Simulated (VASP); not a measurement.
Write the native input for VASP 6.6.1 that does the following.

| Property | Result |
| --- | --- |
| Task | single point |
| Functional | PBE |
| Dispersion | D3(BJ) |
| Potentials or basis | VASP PAW PBE potentials, release 64 (Al, P) |
| Cutoff | 500 eV |
| k mesh | 6 × 6 × 6 |
| Occupations | gaussian, width 0.1 eV |
| Spin | no spin polarisation |
| Dipole correction | no |
| Further INCAR settings | ALGO = Normal; EDIFF = 1e-06; NBANDS = 11 |

The structure of AlP lies in POSCAR:

```
AlP
1.0
    0.0000000000      2.7255000000      2.7255000000
    2.7255000000      0.0000000000      2.7255000000
    2.7255000000      2.7255000000      0.0000000000
Al P
1 1
Direct
    0.0000000000      0.0000000000      0.0000000000
    0.7500000000      0.7500000000      0.7500000000
```

These files were run (other wordings do the same):

INCAR

```
PREC = Accurate ; ENCUT = 500
EDIFF = 1E-6 ; ISMEAR = 0
SIGMA = 0.1 ; LREAL = F
LASPH = T ; NELM = 120
ALGO = Normal ; ISIF = 2
LWAVE = F ; LCHARG = F
GGA = PE ; IVDW = 12
NBANDS = 11 ; GGA_COMPAT = F
```

KPOINTS

```
regular mesh
0
Gamma
  6 6 6
```

Potentials or basis: VASP PAW PBE potentials, release 64 (Al, P).

Command:

```console
$ cat potpaw_PBE.64/Al/POTCAR potpaw_PBE.64/P/POTCAR > POTCAR
$ mpirun -np 1 vasp_std > vasp.out
```

Results of the run:

| Item | Value |
| --- | --- |
| Pressure | 0.0 GPa |
| Band gap on the k mesh | 1.57 eV, indirect (least direct gap 3.35 eV) |
| Dispersion energy per atom | -0.310 eV |

It took 4.3 s on 1 thread of AMD EPYC 9R45 96-Core Processor (Zen 5), with other jobs on the host, peak memory 0.13 GiB.
